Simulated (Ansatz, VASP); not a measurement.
## ZnO in VASP and in Ansatz

```
CELL_PARAMETERS angstrom
3.27926 0.00000 0.00000
-1.63963 2.83992 0.00000
0.00000 0.00000 5.29387
ATOMIC_POSITIONS crystal
Zn 0.33333 0.66667 0.99848
Zn 0.66667 0.33333 0.49848
O 0.33333 0.66667 0.37752
O 0.66667 0.33333 0.87752
```

Alike in both runs: task electric field gradients; functional PBE; k mesh 12 × 12 × 7; occupations fermi-dirac, width 0.08 eV; no spin polarisation.

|  | VASP | Ansatz |
| --- | --- | --- |
| version | VASP 6.6.1 | Ansatz 0.2.0 |
| potentials or method | VASP PAW PBE potentials, release 64 (Zn, O) | PAW with Ansatz's default frozen-core files, scalar-relativistic |
| plane-wave cutoff (eV) | 520 | 420 |
| valence electrons in the cell | 36 | 36 |

```csv
,VASP,Ansatz,Ansatz less VASP
pressure (GPa),0.9,0.0,-0.89
size of Vzz on the site where it differs most (V/Å²),4.2,4.1,-0.13
```
